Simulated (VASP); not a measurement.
# Sc: single point with PBE

Sc:

```
Sc
1.0
    -2.67773    2.67773    1.50700
     2.67773   -2.67773    1.50700
     2.67773    2.67773   -1.50700
Sc
2
Direct
  0.62500 0.87500 0.75000
  0.37500 0.12500 0.25000
```

```yaml
Program: VASP 6.6.1
Task: single point
Functional: PBE
Potentials_or_basis: VASP PAW PBE potentials, release 64 (Sc_sv)
Cutoff: 520 eV
k_mesh: 14 × 14 × 14
Occupations: fermi-dirac, width 0.05 eV
Spin: no spin polarisation
```

- Pressure: 7.3 GPa
- Band gap on the k mesh: zero (band 11 reaches 4.78 eV, above the bottom of band 12 at 3.82 eV)

Levels at points of the mesh, in eV from the Fermi level:
```csv
k point,band 7,band 8,band 9,band 10,band 11,band 12,band 13,band 14,band 15,band 16
"(0.00, 0.00, 0.00)",-27.62,-27.61,-5.24,-2.01,-0.16,0.14,0.93,2.96,2.96,3.00
"(0.50, 0.00, 0.00)",-27.81,-27.59,-1.74,-1.37,-0.59,0.43,1.04,1.80,1.86,3.10
"(0.50, 0.50, 0.00)",-27.57,-27.57,-2.63,-2.63,0.20,0.20,1.09,1.09,2.36,2.36
"(0.50, 0.50, 0.50)",-27.53,-27.53,-1.59,-1.59,0.14,0.14,0.84,0.84,2.72,2.72
```

Run time: 4.3 min on 1 thread of Oxide Virtual Turin-like Processor (shared host), peak memory 0.25 GiB.
